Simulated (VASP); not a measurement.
# GaN (P6_3mc) in VASP: notebook

The runs below take GaN through single point, with r2SCAN.

Everything below comes from runs of VASP 6.6.1. Logs are shortened: lines on timing, memory, paths and dates and some standing lists are left out, and cuts for length are marked.

### 1 The cell of the first run

The structure is hexagonal, space group P6_3mc (No. 186). The conventional cell has a = 3.183 Å, b = 3.183 Å, c = 5.184 Å, α = 90.00°, β = 90.00°, γ = 120.00°. Within 2.6 Å of Ga (site symmetry 3m) lie 4 N at 1.95 Å. N (site symmetry 3m) has 4 Ga at 1.95 Å within 2.6 Å.

### 2 Single point, r2SCAN

Input file POSCAR:

```
GaN
1.0
    3.1831034377      0.0000000000      0.0000000000
   -1.5915517189      2.7566484399      0.0000000000
    0.0000000000      0.0000000000      5.1836810087
Ga N
2 2
Direct
    0.3333333333      0.6666666667      0.0001127906
    0.6666666667      0.3333333333      0.5001127906
    0.3333333333      0.6666666667      0.3768872094
    0.6666666667      0.3333333333      0.8768872094
```

Input file INCAR.step1:

```
ALGO = Normal
EDIFF = 1E-5
ENCUT = 660
GGA = PE
GGA_COMPAT = F
ISMEAR = 0
LASPH = T
LCHARG = F
LREAL = F
LWAVE = T
NBANDS = 26
NELM = 120
PREC = Accurate
SIGMA = 0.02
```

Input file INCAR.step2:

```
ALGO = Normal
EDIFF = 1E-6
ENCUT = 660
GGA_COMPAT = F
ISIF = 2
ISMEAR = 0
ISTART = 1
LASPH = T
LCHARG = F
LMIXTAU = T
LREAL = F
LWAVE = F
METAGGA = R2SCAN
NBANDS = 26
NELM = 120
PREC = Accurate
SIGMA = 0.02
```

Input file KPOINTS:

```
k-points
0
Gamma
  12 12 6
```

Potentials or basis: VASP PAW PBE potentials, release 64 (Ga_d, N).

Launch:

```bash
$ cat potpaw_PBE.64/Ga_d/POTCAR potpaw_PBE.64/N/POTCAR > POTCAR
$ cp INCAR.step1 INCAR
$ mpirun -np 1 vasp_std > vasp.out
$ cp INCAR.step2 INCAR
$ mpirun -np 1 vasp_std > vasp.out
```

OUTCAR:

```text
EDIFF = 1E-6
   ENCUT = 660
   ISIF = 2
   ISMEAR = 0
   ISTART = 1
   LASPH = T
   LREAL = F
   METAGGA = R2SCAN
   NELM = 120
   PREC = Accurate

 ion  position               nearest neighbor table
   1  0.333  0.667  0.000-   4 1.95   4 1.95   4 1.95   3 1.95
   2  0.667  0.333  0.500-   3 1.95   3 1.95   3 1.95   4 1.95
   3  0.333  0.667  0.377-   2 1.95   2 1.95   2 1.95   1 1.95
   4  0.667  0.333  0.877-   1 1.95   1 1.95   1 1.95   2 1.95

  LATTYP: Found a hexagonal cell.
 ALAT       =     3.1831034377
 C/A-ratio  =     1.6284990765

  Lattice vectors:

 A1 = (   3.1831034377,   0.0000000000,   0.0000000000)
 A2 = (  -1.5915517189,   2.7566484399,   0.0000000000)
 A3 = (   0.0000000000,   0.0000000000,   5.1836810087)

Analysis of symmetry for initial positions (statically):
=====================================================================
 Subroutine PRICEL returns:
 Original cell was already a primitive cell.

 Routine SETGRP: Setting up the symmetry group for a
 hexagonal supercell.

 Subroutine GETGRP returns: Found 12 space group operations
 (whereof  6 operations were pure point group operations)
 out of a pool of 24 trial point group operations.

The static configuration has the point symmetry C_3v.
 The point group associated with its full space group is C_6v.

Analysis of symmetry for dynamics (positions and initial velocities):
=====================================================================
 Subroutine PRICEL returns:
 Original cell was already a primitive cell.

 Routine SETGRP: Setting up the symmetry group for a
 hexagonal supercell.

 Subroutine GETGRP returns: Found 12 space group operations
 (whereof  6 operations were pure point group operations)
 out of a pool of 24 trial point group operations.

The dynamic configuration has the point symmetry C_3v.
 The point group associated with its full space group is C_6v.

 Subroutine INISYM returns: Found 12 space group operations
 (whereof  6 operations are pure point group operations),
 and found     1 'primitive' translations

----------------------------------------------------------------------------------------

                                     Primitive cell

  volume of cell :      45.4852

  direct lattice vectors                    reciprocal lattice vectors
[... 83 lines left out ...]
   ISTART =      1    job   : 0-new  1-cont  2-samecut
   ICHARG =      0    charge: 1-file 2-atom 10-const
   ISPIN  =      1    spin polarized calculation?
   LNONCOLLINEAR =      F non collinear calculations
   LSORBIT =      F    spin-orbit coupling
   LASPH  =      T    aspherical Exc in radial PAW
   ENCUT  =  660.0 eV  48.51 Ry    6.96 a.u.   6.67  6.67 10.86*2*pi/ulx,y,z
   NELM   =    120;   NELMIN=  2; NELMDL=  0     # of ELM steps
   EDIFF  = 0.1E-05   stopping-criterion for ELM
   LREAL  =      F    real-space projection
   EDIFFG = 0.1E-04   stopping-criterion for IOM
   NSW    =      0    number of steps for IOM
   IBRION =     -1    ionic relax: 0-MD 1-quasi-New 2-CG
   NFREE  =      0    steps in history (QN), initial steepest desc. (CG)
   ISIF   =      2    stress and relaxation
   ISYM   =      2    0-nonsym 1-usesym 2-fastsym
   POTIM  = 0.5000    time-step for ionic-motion
   TEBEG  =    0.0;   TEEND  =   0.0 temperature during run
   PSTRESS=    0.0 pullay stress
   NELECT =      36.0000    total number of electrons
   NUPDOWN=      -1.0000    fix difference up-down
   EMIN   =  10.00;   EMAX   =-10.00  energy-range for DOS
   EFERMI =   0.00;   METHOD = LEGACY
   ISMEAR =     0;   SIGMA  =   0.02  broadening in eV -4-tet -1-fermi 0-gaus
   EFERMI_NEDOS =   21; number of points for ismear=-14 and -15
   IALGO  =     38    algorithm
   IMIX   =      4    mixing-type and parameters
     AMIX     =   0.40;   BMIX     =  1.00
     AMIX_MAG =   1.60;   BMIX_MAG =  1.00
  volume/ion in A,a.u.               =      11.37        76.74
  Fermi-wavevector in a.u.,A,eV,Ry     =   1.514324  2.861658 31.200578  2.293178
  Thomas-Fermi vector in A             =   2.623997
   LORBIT       =      0    0 simple, 1 ext, 2 COOP (PROOUT), +10 PAW based schemes
   METAGGA = R2SCAN    functional components
   LHFCALC =     F    Hartree Fock is set to
   AEXX    =    0.0000 exact exchange contribution
   IVDW    =     0    specifies the selected vdW correction
   LEPSILON=     F    determine dielectric tensor
   LRPA    =     F    only Hartree local field effects (RPA)
 non-spin polarized calculation
 Gauss-broadening in eV      SIGMA  =   0.02
  energy-cutoff  :      660.00
  volume of cell :       45.49
 maximum number of plane-waves:      1774
 NGX is ok and might be reduce to    28
   NGX = 13   NGY = 13   NGZ = 21

 number of electron      36.0000004 magnetization

 Free energy of the ion-electron system (eV)
  ---------------------------------------------------
  ext. energy  EPLUGINS =         0.00000000
  ---------------------------------------------------
  free energy    TOTEN  =       -43.82211760 eV

  energy without entropy =      -43.82211760  energy(sigma->0) =      -43.82211760

 E-fermi :   5.2712     XC(G=0): -12.6635

 val. band max:        5.1013992714   @ k =   0.0000   0.0000   0.0000
 cond. band min:       7.4448578438   @ k =   0.0000   0.0000   0.0000
 fundamental gap:      2.3434585724
 Fermi energy:         5.2711844270

 k-point     1 :       0.0000    0.0000    0.0000
  band No.  band energies     occupation
      1     -11.7116      2.00000
      2     -10.7054      2.00000
      3      -8.7289      2.00000
      4      -8.7132      2.00000
      5      -8.7132      2.00000
      6      -8.6448      2.00000
[... 685 lines left out ...]
     25      17.2376      0.00000
     26      19.0524      0.00000

 [... further k-points ...]
[... 5 lines left out ...]
  --------------------------------------------------------------------------------------
  -------------------------------------------------------------------------------------
  Total        0.2977540      0.2977540      0.3037384     -0.0000000      0.0000000      0.0000000
  in kB       10.4881223     10.4881223     10.6989193     -0.0000000      0.0000000      0.0000000
  external PRESSURE =      10.5583880 kB  Pullay stress =       0.0000000 kB

 VOLUME and BASIS-vectors are now :
 -----------------------------------------------------------------------------
  energy-cutoff  :      660.00
  volume of cell :       45.49
      direct lattice vectors                 reciprocal lattice vectors
     3.183103438  0.000000000  0.000000000     0.314158814  0.181379676  0.000000000
    -1.591551719  2.756648440  0.000000000     0.000000000  0.362759351  0.000000000
     0.000000000  0.000000000  5.183681009     0.000000000  0.000000000  0.192913105

 POSITION                                       TOTAL-FORCE (eV/Angst)
 -----------------------------------------------------------------------------------
     -0.00000      1.83777      0.00058        -0.000000      0.000000      0.006271
      1.59155      0.91888      2.59243         0.000000     -0.000000      0.006271
     -0.00000      1.83777      1.95366        -0.000000     -0.000000     -0.006271
      1.59155      0.91888      4.54550        -0.000000     -0.000000     -0.006271
 -----------------------------------------------------------------------------------
    total drift:                                0.000001      0.000001      0.021096

  FREE ENERGIE OF THE ION-ELECTRON SYSTEM (eV)
  ---------------------------------------------------
  free  energy   TOTEN  =       -43.8221176003 eV

  energy  without entropy=      -43.8221176003  energy(sigma->0) =      -43.82211760
```

OUTCAR.step1:

```text
EDIFF = 1E-5
   ENCUT = 660
   GGA = PE
   ISMEAR = 0
[... 928 lines left out ...]
     -0.00000      1.83777      0.00058         0.000000     -0.000000      0.005238
      1.59155      0.91888      2.59243        -0.000000      0.000000      0.005238
     -0.00000      1.83777      1.95366        -0.000000      0.000000     -0.005238
      1.59155      0.91888      4.54550         0.000000      0.000000     -0.005238
 -----------------------------------------------------------------------------------
    total drift:                               -0.000000     -0.000000      0.000228

  FREE ENERGIE OF THE ION-ELECTRON SYSTEM (eV)
  ---------------------------------------------------
  free  energy   TOTEN  =       -24.3045021108 eV

  energy  without entropy=      -24.3045021108  energy(sigma->0) =      -24.30450211
```

OSZICAR.step1:

```text
N       E                     dE             d eps       ncg     rms          rms(c)
DAV:   1     0.307367674950E+03    0.30737E+03   -0.20122E+04  4330   0.296E+03
DAV:   2     0.130662048342E+02   -0.29430E+03   -0.27666E+03  4216   0.550E+02
DAV:   3    -0.268915561173E+02   -0.39958E+02   -0.39312E+02  4802   0.160E+02
DAV:   4    -0.283061789251E+02   -0.14146E+01   -0.14083E+01  4534   0.327E+01
DAV:   5    -0.283389120988E+02   -0.32733E-01   -0.32693E-01  4928   0.480E+00    0.109E+01
DAV:   6    -0.242140821727E+02    0.41248E+01   -0.99873E+00  6574   0.502E+01    0.298E+00
DAV:   7    -0.243226295271E+02   -0.10855E+00   -0.15167E+00  4158   0.101E+01    0.269E+00
DAV:   8    -0.243189690969E+02    0.36604E-02   -0.14974E-01  6414   0.542E+00    0.801E-01
DAV:   9    -0.243039633084E+02    0.15006E-01   -0.51406E-02  6442   0.388E+00    0.346E-01
DAV:  10    -0.243045521165E+02   -0.58881E-03   -0.42942E-03  4176   0.503E-01    0.575E-02
DAV:  11    -0.243044972408E+02    0.54876E-04   -0.61233E-04  5622   0.464E-01    0.426E-02
DAV:  12    -0.243045021108E+02   -0.48699E-05   -0.69865E-05  4214   0.621E-02
   1 F= -.24304502E+02 E0= -.24304502E+02  d E =-.268687E-20
```

It took 12 min on 1 thread of Intel Xeon 8259CL, shared host; peak memory 0.27 GiB.

What came out:

| Quantity | Value |
| --- | --- |
| Free energy | -43.8221 eV |
| Pressure | 1.1 GPa |
| Largest force | 0.006 eV/Å |
| Band gap on the k mesh | 2.34 eV |

Forces in eV/Å, atoms in the order of the input:
```
Ga   0.000  0.000  0.006
Ga   0.000  0.000  0.006
N    0.000  0.000 -0.006
N    0.000  0.000 -0.006
```

Caveat: the PAW data sets were made with another functional, which shifts forces and pressure a little.

### 3 Single point, r2SCAN

POSCAR is that of step 2.

Input file INCAR.step1:

```
SYSTEM = GaN
  ALGO = Normal
  EDIFF = 1E-5
  ENCUT = 660
  GGA = PE
  GGA_COMPAT = .False.
  ISMEAR = 0
  LASPH = .True.
  LCHARG = .False.
  LREAL = .False.
  LWAVE = .True.
  NBANDS = 26
  NELM = 120
  PREC = Accurate
  SIGMA = 0.02
```

Input file INCAR.step2:

```
SYSTEM = GaN
  ALGO = Normal
  EDIFF = 1E-6
  ENCUT = 660
  GGA_COMPAT = .False.
  ISIF = 2
  ISMEAR = 0
  ISTART = 1
  LASPH = .True.
  LCHARG = .False.
  LMIXTAU = .True.
  LREAL = .False.
  LWAVE = .False.
  METAGGA = R2SCAN
  NBANDS = 26
  NELM = 120
  PREC = Accurate
  SIGMA = 0.02
```

Input file KPOINTS:

```
k-points
0
Gamma
  12 12 6
  0 0 0
```

Potentials or basis: VASP PAW PBE potentials, release 64 (Ga_d, N).

Launch:

```bash
$ cat potpaw_PBE.64/Ga_d/POTCAR potpaw_PBE.64/N/POTCAR > POTCAR
$ cp INCAR.step1 INCAR
$ mpirun -np 1 vasp_std > vasp.out
$ cp INCAR.step2 INCAR
$ mpirun -np 1 vasp_std > vasp.out
```

OUTCAR:

```text
SYSTEM = GaN
   EDIFF = 1E-6
   ENCUT = 660
   ISIF = 2
   ISMEAR = 0
   ISTART = 1
   LASPH = .True.
   LREAL = .False.
   METAGGA = R2SCAN
   NELM = 120
   PREC = Accurate

 ion  position               nearest neighbor table
   1  0.333  0.667  0.000-   4 1.95   4 1.95   4 1.95   3 1.95
   2  0.667  0.333  0.500-   3 1.95   3 1.95   3 1.95   4 1.95
   3  0.333  0.667  0.377-   2 1.95   2 1.95   2 1.95   1 1.95
   4  0.667  0.333  0.877-   1 1.95   1 1.95   1 1.95   2 1.95

  LATTYP: Found a hexagonal cell.
 ALAT       =     3.1831034377
 C/A-ratio  =     1.6284990765

  Lattice vectors:

 A1 = (   3.1831034377,   0.0000000000,   0.0000000000)
 A2 = (  -1.5915517189,   2.7566484399,   0.0000000000)
 A3 = (   0.0000000000,   0.0000000000,   5.1836810087)

Analysis of symmetry for initial positions (statically):
=====================================================================
 Subroutine PRICEL returns:
 Original cell was already a primitive cell.

 Routine SETGRP: Setting up the symmetry group for a
 hexagonal supercell.

[... 167 lines left out ...]
  ext. energy  EPLUGINS =         0.00000000
  ---------------------------------------------------
  free energy    TOTEN  =       -43.82211760 eV

  energy without entropy =      -43.82211760  energy(sigma->0) =      -43.82211760

 E-fermi :   5.2712     XC(G=0): -12.6635

 val. band max:        5.1013992714   @ k =   0.0000   0.0000   0.0000
 cond. band min:       7.4448578438   @ k =   0.0000   0.0000   0.0000
 fundamental gap:      2.3434585724
 Fermi energy:         5.2711844270

 k-point     1 :       0.0000    0.0000    0.0000
  band No.  band energies     occupation
      1     -11.7116      2.00000
      2     -10.7054      2.00000
      3      -8.7289      2.00000
      4      -8.7132      2.00000
      5      -8.7132      2.00000
      6      -8.6448      2.00000
[... 685 lines left out ...]
     25      17.2376      0.00000
     26      19.0524      0.00000

 [... further k-points ...]
[... 5 lines left out ...]
  --------------------------------------------------------------------------------------
  -------------------------------------------------------------------------------------
  Total        0.2977540      0.2977540      0.3037384     -0.0000000      0.0000000      0.0000000
  in kB       10.4881223     10.4881223     10.6989193     -0.0000000      0.0000000      0.0000000
  external PRESSURE =      10.5583880 kB  Pullay stress =       0.0000000 kB

 VOLUME and BASIS-vectors are now :
 -----------------------------------------------------------------------------
  energy-cutoff  :      660.00
  volume of cell :       45.49
      direct lattice vectors                 reciprocal lattice vectors
     3.183103438  0.000000000  0.000000000     0.314158814  0.181379676  0.000000000
    -1.591551719  2.756648440  0.000000000     0.000000000  0.362759351  0.000000000
     0.000000000  0.000000000  5.183681009     0.000000000  0.000000000  0.192913105

 POSITION                                       TOTAL-FORCE (eV/Angst)
 -----------------------------------------------------------------------------------
     -0.00000      1.83777      0.00058        -0.000000      0.000000      0.006271
      1.59155      0.91888      2.59243         0.000000     -0.000000      0.006271
     -0.00000      1.83777      1.95366        -0.000000     -0.000000     -0.006271
      1.59155      0.91888      4.54550        -0.000000     -0.000000     -0.006271
 -----------------------------------------------------------------------------------
    total drift:                                0.000001      0.000001      0.021096

  FREE ENERGIE OF THE ION-ELECTRON SYSTEM (eV)
  ---------------------------------------------------
  free  energy   TOTEN  =       -43.8221176003 eV

  energy  without entropy=      -43.8221176003  energy(sigma->0) =      -43.82211760
```

OSZICAR.step1:

```text
N       E                     dE             d eps       ncg     rms          rms(c)
DAV:   1     0.307367674950E+03    0.30737E+03   -0.20122E+04  4330   0.296E+03
DAV:   2     0.130662048342E+02   -0.29430E+03   -0.27666E+03  4216   0.550E+02
DAV:   3    -0.268915561173E+02   -0.39958E+02   -0.39312E+02  4802   0.160E+02
DAV:   4    -0.283061789251E+02   -0.14146E+01   -0.14083E+01  4534   0.327E+01
DAV:   5    -0.283389120988E+02   -0.32733E-01   -0.32693E-01  4928   0.480E+00    0.109E+01
DAV:   6    -0.242140821727E+02    0.41248E+01   -0.99873E+00  6574   0.502E+01    0.298E+00
DAV:   7    -0.243226295271E+02   -0.10855E+00   -0.15167E+00  4158   0.101E+01    0.269E+00
DAV:   8    -0.243189690969E+02    0.36604E-02   -0.14974E-01  6414   0.542E+00    0.801E-01
DAV:   9    -0.243039633084E+02    0.15006E-01   -0.51406E-02  6442   0.388E+00    0.346E-01
DAV:  10    -0.243045521165E+02   -0.58881E-03   -0.42942E-03  4176   0.503E-01    0.575E-02
DAV:  11    -0.243044972408E+02    0.54876E-04   -0.61233E-04  5622   0.464E-01    0.426E-02
DAV:  12    -0.243045021108E+02   -0.48699E-05   -0.69865E-05  4214   0.621E-02
   1 F= -.24304502E+02 E0= -.24304502E+02  d E =-.268687E-20
```

Wall time 11 min (1 thread of Intel Xeon 8259CL, shared host); peak memory 0.27 GiB.

What came out:

- Free energy: -43.8221 eV
- Pressure: 1.1 GPa
- Largest force: 0.006 eV/Å
- Band gap on the k mesh: 2.34 eV

Forces on the atoms (eV/Å):
```
Ga   0.000  0.000  0.006
Ga   0.000  0.000  0.006
N    0.000  0.000 -0.006
N    0.000  0.000 -0.006
```

Levels at points of the mesh, in eV from the valence-band top:
```csv
k point,band 15,band 16,band 17,band 18,band 19,band 20,band 21,band 22
"(0.00, 0.00, 0.00)",-1.07,-0.04,0.00,0.00,2.34,4.81,9.96,10.59
"(0.50, 0.00, 0.00)",-4.30,-2.84,-2.24,-1.03,5.58,6.12,6.55,9.35
"(0.00, 0.00, 0.50)",-0.55,-0.55,-0.55,-0.55,4.77,4.77,9.18,9.18
"(0.50, 0.00, 0.50)",-2.01,-2.01,-1.95,-1.95,4.89,4.89,8.42,8.42
```

Caveat: the PAW data sets were made with another functional, which shifts forces and pressure a little.
